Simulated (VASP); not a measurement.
# Se (Im-3m) in VASP: notebook

The runs below take Se through single point, with r2SCAN.

Program: VASP 6.6.1. These are calculated values, not measurements. Logs are shortened: lines on timing, memory, paths and dates and some standing lists are left out, and cuts for length are marked.

**1. The cell of the first run**

It takes space group Im-3m (No. 229, cubic). The conventional cell has a = 3.187 Å, b = 3.187 Å, c = 3.187 Å, α = 90.00°, β = 90.00°, γ = 90.00°. Within 3.6 Å of Se (site symmetry m-3m) lie 14 Se at 2.76 to 3.19 Å.

This isn't the form of Se at room conditions, which is trigonal, of chains.

**2. Single point, r2SCAN (16.18 Å³/atom)**

POSCAR reads:

```
Se
1.0
   -1.5934318669      1.5934318669      1.5934318669
    1.5934318669     -1.5934318669      1.5934318669
    1.5934318669      1.5934318669     -1.5934318669
Se
1
Direct
    0.0000000000      0.0000000000      0.0000000000
```

INCAR.step1 reads:

```
SYSTEM = Se
PREC     = Accurate       ! precision mode
ENCUT    = 520            ! plane-wave cutoff, eV
ISMEAR   = 0              ! smearing method
SIGMA    = 0.05           ! smearing width, eV
LREAL    = .FALSE.        ! projectors in reciprocal space
LASPH    = .TRUE.         ! aspherical terms in the spheres
NELM     = 100            ! most SCF steps
NBANDS   = 9              ! bands
GGA      = PE             ! functional
ALGO     = Normal         ! electronic algorithm
EDIFF    = 1E-4           ! SCF threshold, eV
LWAVE    = .TRUE.         ! write WAVECAR
LCHARG   = .FALSE.        ! write CHGCAR
```

INCAR.step2 reads:

```
SYSTEM = Se
PREC     = Accurate       ! precision mode
ENCUT    = 520            ! plane-wave cutoff, eV
EDIFF    = 1E-6           ! SCF threshold, eV
ISMEAR   = 0              ! smearing method
SIGMA    = 0.05           ! smearing width, eV
LREAL    = .FALSE.        ! projectors in reciprocal space
LASPH    = .TRUE.         ! aspherical terms in the spheres
NELM     = 100            ! most SCF steps
ALGO     = Normal         ! electronic algorithm
ISIF     = 2              ! what is computed and relaxed
LWAVE    = .FALSE.        ! write WAVECAR
LCHARG   = .FALSE.        ! write CHGCAR
METAGGA  = R2SCAN         ! meta-GGA
LMIXTAU  = .TRUE.       
NBANDS   = 9              ! bands
ISTART   = 1
```

KPOINTS reads:

```
Automatic mesh
0
G
  20 20 20
  0 0 0
```

Potentials or basis: VASP PAW PBE potentials, release 64 (Se).

Started as:

```sh
$ cat potpaw_PBE.64/Se/POTCAR > POTCAR
$ cp INCAR.step1 INCAR
$ mpirun -np 1 vasp_std > vasp.out
$ cp INCAR.step2 INCAR
$ mpirun -np 1 vasp_std > vasp.out
```

OUTCAR:

```text
SYSTEM = Se
   PREC = Accurate
   ENCUT = 520
   EDIFF = 1E-6
   ISMEAR = 0
   LREAL = .FALSE.
   LASPH = .TRUE.
   NELM = 100
   ISIF = 2
   METAGGA = R2SCAN
   ISTART = 1

 ion  position               nearest neighbor table
   1  0.000  0.000  0.000-

  LATTYP: Found a body centered cubic cell.
 ALAT       =     3.1868637338

  Lattice vectors:

 A1 = (  -1.5934318669,   1.5934318669,   1.5934318669)
 A2 = (   1.5934318669,  -1.5934318669,   1.5934318669)
 A3 = (   1.5934318669,   1.5934318669,  -1.5934318669)

Analysis of symmetry for initial positions (statically):
=====================================================================
 Subroutine PRICEL returns:
 Original cell was already a primitive cell.

 Routine SETGRP: Setting up the symmetry group for a
 body centered cubic supercell.

 Subroutine GETGRP returns: Found 48 space group operations
 (whereof 48 operations were pure point group operations)
 out of a pool of 48 trial point group operations.

The static configuration has the point symmetry O_h .

Analysis of symmetry for dynamics (positions and initial velocities):
=====================================================================
 Subroutine PRICEL returns:
 Original cell was already a primitive cell.

 Routine SETGRP: Setting up the symmetry group for a
 body centered cubic supercell.

 Subroutine GETGRP returns: Found 48 space group operations
 (whereof 48 operations were pure point group operations)
 out of a pool of 48 trial point group operations.

The dynamic configuration has the point symmetry O_h .

 Subroutine INISYM returns: Found 48 space group operations
 (whereof 48 operations are pure point group operations),
 and found     1 'primitive' translations

----------------------------------------------------------------------------------------

                                     Primitive cell

  volume of cell :      16.1831

  direct lattice vectors                    reciprocal lattice vectors
    -1.593431867  1.593431867  1.593431867     0.000000000  0.313788126  0.313788126
     1.593431867 -1.593431867  1.593431867     0.313788126  0.000000000  0.313788126
     1.593431867  1.593431867 -1.593431867     0.313788126  0.313788126  0.000000000

  length of vectors
     2.759904952  2.759904952  2.759904952     0.443763424  0.443763424  0.443763424

  position of ions in fractional coordinates (direct lattice)
     0.000000000  0.000000000  0.000000000

  ion indices of the primitive-cell ions
   primitive index   ion index
                 1           1

----------------------------------------------------------------------------------------

 KPOINTS: Automatic mesh

Automatic generation of k-mesh.
 Grid dimensions read from file:
 generate k-points for:   20   20   20

 Generating k-lattice:

  Cartesian coordinates                     Fractional coordinates (reciprocal lattice)
     0.000000000  0.015689406  0.015689406     0.050000000  0.000000000  0.000000000
     0.015689406  0.000000000  0.015689406     0.000000000  0.050000000  0.000000000
     0.015689406  0.015689406  0.000000000     0.000000000  0.000000000  0.050000000

  Length of vectors
     0.022188171  0.022188171  0.022188171

  Shift w.r.t. Gamma in fractional coordinates (k-lattice)
     0.000000000  0.000000000  0.000000000

 Subroutine IBZKPT returns following result:
 ===========================================

 Found    256 irreducible k-points:

 Following reciprocal coordinates:
            Coordinates               Weight
  0.000000  0.000000  0.000000      1.000000
  0.050000  0.000000  0.000000     12.000000
  0.100000  0.000000  0.000000     12.000000
  0.150000  0.000000  0.000000     12.000000
  0.200000  0.000000  0.000000     12.000000
  0.250000  0.000000  0.000000     12.000000
[... 16 lines left out ...]
  0.200000  0.100000  0.000000     48.000000
  0.250000  0.100000 -0.000000     48.000000
 [... further k-points ...]
   k-points           NKPTS =    256   k-points in BZ     NKDIM =    256   number of bands    NBANDS=      9
   number of dos      NEDOS =    301   number of ions     NIONS =      1
   total plane-waves  NPLWV =  13824
   dimension x,y,z NGX =    24 NGY =   24 NGZ =   24
   dimension x,y,z NGXF=    48 NGYF=   48 NGZF=   48
   ions per type =               1
   NGX,Y,Z   is equivalent  to a cutoff of  14.46, 14.46, 14.46 a.u.
   NGXF,Y,Z  is equivalent  to a cutoff of  28.91, 28.91, 28.91 a.u.
 SYSTEM =  Se
   PREC   = accura    normal or accurate (medium, high low for compatibility)
   ISTART =      1    job   : 0-new  1-cont  2-samecut
   ICHARG =      0    charge: 1-file 2-atom 10-const
   ISPIN  =      1    spin polarized calculation?
   LNONCOLLINEAR =      F non collinear calculations
   LSORBIT =      F    spin-orbit coupling
   LASPH  =      T    aspherical Exc in radial PAW
   ENCUT  =  520.0 eV  38.22 Ry    6.18 a.u.   5.13  5.13  5.13*2*pi/ulx,y,z
[... 24 lines left out ...]
  Thomas-Fermi vector in A             =   2.312454
   LORBIT       =      0    0 simple, 1 ext, 2 COOP (PROOUT), +10 PAW based schemes
   METAGGA = R2SCAN    functional components
   LHFCALC =     F    Hartree Fock is set to
   AEXX    =    0.0000 exact exchange contribution
   IVDW    =     0    specifies the selected vdW correction
   LEPSILON=     F    determine dielectric tensor
   LRPA    =     F    only Hartree local field effects (RPA)
 non-spin polarized calculation
 Gauss-broadening in eV      SIGMA  =   0.05
  energy-cutoff  :      520.00
  volume of cell :       16.18
 maximum number of plane-waves:       466
 NGX is ok and might be reduce to    24
   NGX = 11   NGY = 11   NGZ = 11

 number of electron       6.0000000 magnetization

 Free energy of the ion-electron system (eV)
  ---------------------------------------------------
  ext. energy  EPLUGINS =         0.00000000
  ---------------------------------------------------
  free energy    TOTEN  =       -13.29451398 eV

  energy without entropy =      -13.29356957  energy(sigma->0) =      -13.29404178

 E-fermi :   8.4795     XC(G=0): -12.2801

 val. band max:        8.4689449121   @ k =  -0.2500   0.3000   0.1000
 cond. band min:       8.5027786676   @ k =  -0.1500   0.2000   0.1000
 fundamental gap:      0.0338337555
 Fermi energy:         8.4794882070

 k-point     1 :       0.0000    0.0000    0.0000
  band No.  band energies     occupation
      1     -10.8208      2.00000
      2      12.9160      0.00000
      3      12.9160      0.00000
      4      12.9160      0.00000
      5      21.8750      0.00000
      6      21.8750      0.00000
      7      21.8750      0.00000
      8      24.6541      0.00000
      9      25.7669      0.00000

 k-point     2 :       0.0500    0.0000    0.0000
  band No.  band energies     occupation
      1     -10.7499      2.00000
      2      12.4568      0.00000
      3      12.7213      0.00000
      4      12.8821      0.00000
      5      21.5790      0.00000
      6      21.7800      0.00000
      7      22.2078      0.00000
      8      24.8804      0.00000
      9      24.9776      0.00000

 k-point     3 :       0.1000    0.0000    0.0000
  band No.  band energies     occupation
      1     -10.5378      2.00000
      2      11.2581      0.00000
      3      12.2149      0.00000
      4      12.7826      0.00000
      5      20.8876      0.00000
      6      21.2083      0.00000
      7      23.1280      0.00000
      8      24.3365      0.00000
      9      24.9699      0.00000

 k-point     4 :       0.1500    0.0000    0.0000
  band No.  band energies     occupation
      1     -10.1861      2.00000
      2       9.6384      0.00000
      3      11.5489      0.00000
      4      12.6256      0.00000
      5      20.0764      0.00000
      6      20.2288      0.00000
      7      24.4265      0.00000
      8      24.4831      0.00000
      9      24.6916      0.00000
[... 205 lines left out ...]
 k-point    22 :       0.1500    0.1000    0.0000
  band No.  band energies     occupation
      1      -9.4914      2.00000
      2       7.5468      2.00000
      3      10.1913      0.00000
      4      11.8133      0.00000
      5      19.3224      0.00000
      6      20.1858      0.00000
      7      23.5390      0.00000
      8      24.9129      0.00000
      9      26.9678      0.00000

 k-point    23 :       0.2000    0.1000    0.0000
  band No.  band energies     occupation
      1      -8.8785      2.00000
      2       5.9023      2.00000
      3       9.3406      0.00000
      4      11.5062      0.00000
      5      18.6994      0.00000
      6      19.7809      0.00000
      7      23.6333      0.00000
      8      26.4252      0.00000
      9      27.6880      0.00000

 k-point    24 :       0.2500    0.1000   -0.0000
  band No.  band energies     occupation
      1      -8.1509      2.00000
      2       4.2198      2.00000
      3       8.6367      0.00001
      4      11.2164      0.00000
      5      18.1260      0.00000
      6      19.4453      0.00000
      7      23.9299      0.00000
      8      27.9907      0.00000
      9      28.7006      0.00000

 [... further k-points ...]

------------------------ aborting loop because EDIFF is reached ----------------------------------------

  FORCE on cell =-STRESS in cart. coord.  units (eV):
  Direction    XX          YY          ZZ          XY          YZ          ZX
  --------------------------------------------------------------------------------------
  -------------------------------------------------------------------------------------
  Total        2.8837794      2.8837794      2.8837794      0.0000000      0.0000000      0.0000000
  in kB      285.5039523    285.5039523    285.5039523      0.0000000      0.0000000      0.0000000
  external PRESSURE =     285.5039523 kB  Pullay stress =       0.0000000 kB

 VOLUME and BASIS-vectors are now :
 -----------------------------------------------------------------------------
  energy-cutoff  :      520.00
  volume of cell :       16.18
      direct lattice vectors                 reciprocal lattice vectors
    -1.593431867  1.593431867  1.593431867     0.000000000  0.313788126  0.313788126
     1.593431867 -1.593431867  1.593431867     0.313788126  0.000000000  0.313788126
     1.593431867  1.593431867 -1.593431867     0.313788126  0.313788126  0.000000000

 POSITION                                       TOTAL-FORCE (eV/Angst)
 -----------------------------------------------------------------------------------
      0.00000      0.00000      0.00000         0.000000      0.000000      0.000000
 -----------------------------------------------------------------------------------
    total drift:                               -0.000000      0.000000      0.000000

  FREE ENERGIE OF THE ION-ELECTRON SYSTEM (eV)
  ---------------------------------------------------
  free  energy   TOTEN  =       -13.2945139816 eV

  energy  without entropy=      -13.2935695745  energy(sigma->0) =      -13.29404178
```

Wall time 72 s (1 thread of AMD EPYC 9R45 (Zen 5), shared host); peak memory 0.13 GiB.

What came out:

| Item | Value |
| --- | --- |
| Free energy | -13.2945 eV |
| Pressure | 28.6 GPa |
| Band gap on the k mesh | zero (bands 3 and 4 overlap by 9.79 eV) |

Caveat: the cell stands under pressure; the PAW data sets were made with another functional, which shifts forces and pressure a little.

**3. Single point, r2SCAN (12.95 Å³/atom)**

This run uses another cell than the first one, of 12.95 Å³/atom.

POSCAR reads:

```
Se
1.0
   -1.4792111121      1.4792111121      1.4792111121
    1.4792111121     -1.4792111121      1.4792111121
    1.4792111121      1.4792111121     -1.4792111121
Se
1
Direct
    0.0000000000      0.0000000000      0.0000000000
```

INCAR.step1 reads:

```
PREC = Accurate ; ENCUT = 520
ISMEAR = 0 ; SIGMA = 0.05
LREAL = F ; LASPH = T
NELM = 80 ; NBANDS = 9
GGA = PE ; ALGO = Normal
EDIFF = 1E-4 ; LWAVE = T
LCHARG = F
```

INCAR.step2 reads:

```
PREC = Accurate ; ENCUT = 520
EDIFF = 1E-7 ; ISMEAR = 0
SIGMA = 0.05 ; LREAL = F
LASPH = T ; NELM = 80
ALGO = Normal ; ISIF = 2
LWAVE = F ; LCHARG = T
METAGGA = R2SCAN ; LMIXTAU = T
LELF = T ; LVHAR = T
NBANDS = 9 ; ISTART = 1
```

KPOINTS reads:

```
Automatic mesh
0
Gamma
  22 22 22
```

Potentials or basis: VASP PAW PBE potentials, release 64 (Se).

Started as:

```sh
$ cat potpaw_PBE.64/Se/POTCAR > POTCAR
$ cp INCAR.step1 INCAR
$ mpirun -np 1 vasp_std > vasp.out
$ cp INCAR.step2 INCAR
$ mpirun -np 1 vasp_std > vasp.out
```

It took 73 s on 1 thread of AMD EPYC 9R45 (Zen 5), shared host; peak memory 0.12 GiB.

It converged, with:

* Free energy: -12.1859 eV
* Pressure: 92.4 GPa
* Band gap on the k mesh: zero (bands 3 and 4 overlap by 12.63 eV)

Levels at points of the mesh, in eV from the Fermi level:
| k point | band 1 | band 2 | band 3 | band 4 | band 5 | band 6 | band 7 |
| --- | --- | --- | --- | --- | --- | --- | --- |
| (0.00, 0.00, 0.00) | -22.43 | 6.27 | 6.27 | 6.27 | 13.99 | 13.99 | 13.99 |
| (0.50, 0.00, 0.00) | -15.22 | -11.71 | 0.22 | 3.81 | 7.95 | 8.29 | 21.92 |
| (0.50, 0.50, 0.50) | -8.98 | -5.82 | -5.82 | -5.82 | 1.86 | 1.86 | 29.26 |

Caveat: the cell stands under pressure; the PAW data sets were made with another functional, which shifts forces and pressure a little.

**4. Single point, r2SCAN (16.99 Å³/atom)**

This run uses another cell than the first one, of 16.99 Å³/atom.

POSCAR reads:

```
Se
1.0
   -1.6195583443      1.6195583443      1.6195583443
    1.6195583443     -1.6195583443      1.6195583443
    1.6195583443      1.6195583443     -1.6195583443
Se
1
Direct
    0.0000000000      0.0000000000      0.0000000000
```

INCAR.step1 reads:

```
SYSTEM = Se
PREC = Accurate
ENCUT = 520
ISMEAR = 0
SIGMA = 0.05
LREAL = .False.
LASPH = .True.
NELM = 80
NBANDS = 9
GGA = PE
ALGO = Normal
EDIFF = 1E-4
LWAVE = .True.
LCHARG = .False.
```

INCAR.step2 reads:

```
SYSTEM = Se
PREC = Accurate
ENCUT = 520
EDIFF = 1E-6
ISMEAR = 0
SIGMA = 0.05
LREAL = .False.
LASPH = .True.
NELM = 80
ALGO = Normal
ISIF = 2
LWAVE = .False.
LCHARG = .False.
METAGGA = R2SCAN
LMIXTAU = .True.
NBANDS = 9
ISTART = 1
```

KPOINTS reads:

```
regular mesh
0
Gamma
  20 20 20
  0 0 0
```

Started as:

```sh
$ cat potpaw_PBE.64/Se/POTCAR > POTCAR
$ cp INCAR.step1 INCAR
$ mpirun -np 1 vasp_std > vasp.out
$ cp INCAR.step2 INCAR
$ mpirun -np 1 vasp_std > vasp.out
```

Run time: 58 s. Hardware: 1 thread of AMD EPYC 9R45 (Zen 5), shared host; peak memory 0.14 GiB.

It converged, with:

```
Free energy            : -13.4169 eV
Pressure               : 20.1 GPa
Band gap on the k mesh : zero (bands 3 and 4 overlap by 9.11 eV)
```

Levels at points of the mesh, in eV from the Fermi level:
| k point | band 1 | band 2 | band 3 | band 4 | band 5 | band 6 | band 7 |
| --- | --- | --- | --- | --- | --- | --- | --- |
| (0.00, 0.00, 0.00) | -18.71 | 4.10 | 4.10 | 4.10 | 13.28 | 13.28 | 13.28 |
| (0.50, 0.00, 0.00) | -13.87 | -8.58 | 0.01 | 2.84 | 7.80 | 8.51 | 19.83 |
| (0.50, 0.50, 0.50) | -10.18 | -4.29 | -4.29 | -4.29 | 3.72 | 3.72 | 25.67 |

Caveat: the cell stands under pressure; the PAW data sets were made with another functional, which shifts forces and pressure a little.

**5. Single point, r2SCAN (17.80 Å³/atom)**

This run uses another cell than the first one, of 17.80 Å³/atom.

POSCAR reads:

```
Se
1.0
   -1.6448680315      1.6448680315      1.6448680315
    1.6448680315     -1.6448680315      1.6448680315
    1.6448680315      1.6448680315     -1.6448680315
Se
1
Direct
    0.0000000000      0.0000000000      0.0000000000
```

INCAR.step1 reads:

```
SYSTEM = Se
PREC     = Accurate       ! precision mode
ENCUT    = 520            ! plane-wave cutoff, eV
ISMEAR   = 0              ! smearing method
SIGMA    = 0.05           ! smearing width, eV
LREAL    = .False.        ! projectors in reciprocal space
LASPH    = .True.         ! aspherical terms in the spheres
NELM     = 60             ! most SCF steps
NBANDS   = 9              ! bands
GGA      = PE             ! functional
ALGO     = Normal         ! electronic algorithm
EDIFF    = 1E-4           ! SCF threshold, eV
LWAVE    = .True.         ! write WAVECAR
LCHARG   = .False.        ! write CHGCAR
```

INCAR.step2 reads:

```
SYSTEM = Se
PREC     = Accurate       ! precision mode
ENCUT    = 520            ! plane-wave cutoff, eV
EDIFF    = 1E-6           ! SCF threshold, eV
ISMEAR   = 0              ! smearing method
SIGMA    = 0.05           ! smearing width, eV
LREAL    = .False.        ! projectors in reciprocal space
LASPH    = .True.         ! aspherical terms in the spheres
NELM     = 60             ! most SCF steps
ALGO     = Normal         ! electronic algorithm
ISIF     = 2              ! what is computed and relaxed
LWAVE    = .False.        ! write WAVECAR
LCHARG   = .False.        ! write CHGCAR
METAGGA  = R2SCAN         ! meta-GGA
LMIXTAU  = .True.       
NBANDS   = 9              ! bands
ISTART   = 1
```

KPOINTS reads:

```
Automatic mesh
0
Gamma
  20 20 20
  0 0 0
```

Started as:

```sh
$ cat potpaw_PBE.64/Se/POTCAR > POTCAR
$ cp INCAR.step1 INCAR
$ mpirun -np 1 vasp_std > vasp.out
$ cp INCAR.step2 INCAR
$ mpirun -np 1 vasp_std > vasp.out
```

Run time: 53 s. Hardware: 1 thread of AMD EPYC 9R45 (Zen 5), shared host; peak memory 0.14 GiB.

The run converged. Its results:

| Property | Result |
| --- | --- |
| Free energy | -13.5012 eV |
| Pressure | 13.4 GPa |
| Band gap on the k mesh | zero (bands 3 and 4 overlap by 8.49 eV) |

Levels at points of the mesh, in eV from the Fermi level:
| k point | band 1 | band 2 | band 3 | band 4 | band 5 | band 6 | band 7 |
| --- | --- | --- | --- | --- | --- | --- | --- |
| (0.00, 0.00, 0.00) | -18.16 | 3.83 | 3.83 | 3.83 | 13.20 | 13.20 | 13.20 |
| (0.50, 0.00, 0.00) | -13.66 | -8.09 | 0.01 | 2.70 | 7.77 | 8.62 | 19.54 |
| (0.50, 0.50, 0.50) | -10.31 | -4.04 | -4.04 | -4.04 | 4.02 | 4.02 | 25.14 |

Caveat: the cell stands under pressure; the PAW data sets were made with another functional, which shifts forces and pressure a little.

**6. Summary**

```tsv
cell	k mesh	gap on the mesh (eV)	pressure (GPa)
a = 2.760 Å, angles 109.5°, 1 atom	20 × 20 × 20	none	28.6
a = 2.562 Å, angles 109.5°, 1 atom	22 × 22 × 22	none	92.4
a = 2.805 Å, angles 109.5°, 1 atom	20 × 20 × 20	none	20.1
a = 2.849 Å, angles 109.5°, 1 atom	20 × 20 × 20	none	13.4
```

Alike in all rows: task single point; level r2SCAN; potentials or basis VASP PAW PBE potentials, release 64 (Se); no spin polarisation; cutoff (eV) 520; smearing gaussian 0.05 eV.

Caveats: the cell stands under pressure; the PAW data sets were made with another functional, which shifts forces and pressure a little.

Absolute energies hang on the potentials; compare differences alone.
